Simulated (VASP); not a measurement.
Runs of VASP 6.6.1 on NaF. The structure is that of space group Pm-3m (No. 221), or close to it. The cells are those of the table. 

| level | cell | k mesh | smearing | grid for exact exchange (PRECFOCK) | share of exact exchange | screening parameter | gap on the mesh (eV) | pressure (GPa) |
| --- | --- | --- | --- | --- | --- | --- | --- | --- |
| r2SCAN | a = 2.905 Å, 2 atoms | 10 × 10 × 10 | gaussian 0.01 eV | - | - | - | 6.36 | -5.7 |
| r2SCAN | a = 2.842 Å, angles 88.0°, 2 atoms | 10 × 10 × 10 | gaussian 0.01 eV | - | - | - | 6.78 | (b) |
| HSE06 | a = 2.842 Å, angles 88.0°, 2 atoms | 6 × 6 × 6 | gaussian 0.01 eV | Normal | 0.25 | 0.2079 1/Å | (a) | -0.8 |
| HSE06 | a = 2.905 Å, 2 atoms | 6 × 6 × 6 | gaussian 0.01 eV | Normal | 0.25 | 0.2079 1/Å | 7.52 | -3.8 |
| PBE | a = 2.711, b = 2.711, c = 2.800 Å, 2 atoms | 10 × 10 × 10 | fermi-dirac 0.02 eV | - | - | - | 6.43 | 8.7 |

Alike in all rows: task single point; potentials or basis VASP PAW PBE potentials, release 64 (Na_pv, F); no spin polarisation; cutoff (eV) 520.

Fill in the values left out.

(a) 7.96; (b) -3.2.

Caveats: the structure was generated, so it needn't be the stable form of NaF; the PAW data sets were made with another functional, which shifts forces and pressure a little (at least some runs); the cell stands under tension (at least some runs); the stress differs along the axes, from 5 to 11 GPa (at least some runs).

A k mesh can miss the band edges.
